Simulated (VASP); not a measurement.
Runs of VASP 6.6.1 on CaSi2N3. The structure is that of space group P6/mmm (No. 191), or close to it. The cells are those of the table. The cell was generated, and may not be a known phase.

```csv
task,cell,k mesh,cutoff (eV),gap on the mesh (eV),pressure (GPa),relaxed volume (Å³/atom)
relaxation of cell and atoms,"relaxed from a = 5.440, b = 5.440, c = 3.189 Å, angles 90.0, 90.0, 120.0°, 6 atoms",6 × 6 × 6,600,none,-0.1,10.18
single point,"a = 5.440, b = 5.440, c = 3.189 Å, angles 90.0, 90.0, 120.0°, 6 atoms",6 × 6 × 6,520,none,(a),-
single point,"a = 5.201, b = 5.201, c = 2.605 Å, angles 90.0, 90.0, 120.0°, 6 atoms",12 × 12 × 14,520,none,0.2,-
relaxation of cell and atoms,"relaxed from a = 5.205, b = 5.205, c = 2.604 Å, angles 90.0, 90.0, 120.0°, 6 atoms",12 × 12 × 14,600,none,-0.1,10.18
single point,"a = 5.205, b = 5.205, c = 2.604 Å, angles 90.0, 90.0, 120.0°, 6 atoms",6 × 6 × 6,520,none,-0.1,-
```

Alike in all rows: level PBE; potentials or basis VASP PAW PBE potentials, release 64 (Ca_sv, Si, N); no spin polarisation; smearing gaussian 0.1 eV.

Problem. Fill in the values left out.

Solution. (a) -21.0.

Caveats: some runs use coarse meshes; an odd number of electrons without spin polarisation forces a metal; a magnetic or distorted state may lie lower; the volume moved by over 15 % at a fixed basis, so the end points are rough (at least some runs); the stress differs along the axes, from -57 to -3 GPa (at least some runs).

A gap of «none» marks levels without a gap at the run's occupations.
